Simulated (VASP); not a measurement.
SnTe3: single point with PBE

Crystal: SnTe3.

```xyz
8
Lattice="0.0000 5.1460 5.1460 5.1460 0.0000 5.1460 5.1460 5.1460 0.0000" Properties=species:S:1:pos:R:3 pbc="T T T"
Sn    0.0000    0.0000    0.0000
Sn    2.5730    2.5730    2.5730
Te    1.2865    1.2865    1.2865
Te    3.8595    3.8595    1.2865
Te    3.8595    1.2865    3.8595
Te    1.2865    3.8595    3.8595
Te    7.7190    7.7190    7.7190
Te    5.1460    5.1460    5.1460
```

The cell was generated, and may not be a known phase.

```
Program             : VASP 6.6.1
Task                : single point
Functional          : PBE
Potentials or basis : VASP PAW PBE potentials, release 64 (Sn_d, Te)
Cutoff              : 520 eV
k mesh              : 4 × 4 × 4
Occupations         : gaussian, width 0.1 eV
Spin                : no spin polarisation
```

```json
{
  "Pressure": "38.8 GPa",
  "Band gap on the k mesh": "zero (bands 32 and 33 overlap by 0.02 eV)"
}
```

Levels at points of the mesh, in eV from the Fermi level:
```csv
k point,band 29,band 30,band 31,band 32,band 33,band 34,band 35,band 36
"(0.00, 0.00, 0.00)",-0.68,-0.03,-0.03,-0.03,0.73,0.73,0.73,2.34
"(0.50, 0.00, 0.00)",-0.16,-0.16,-0.06,-0.02,0.24,0.24,0.77,3.40
"(0.50, 0.50, 0.00)",-0.47,-0.47,-0.33,-0.33,-0.04,-0.04,2.48,2.48
```

Wall time 3.1 min on 1 thread of Intel(R) Xeon(R) Platinum 8375C CPU @ 2.90GHz (Ice Lake) (shared host), peak memory 0.42 GiB.

Caveat: the cell stands under pressure; semilocal functionals underestimate gaps, and a narrow one can read as zero; spin-orbit coupling is left out, which moves the levels of the heavy elements.
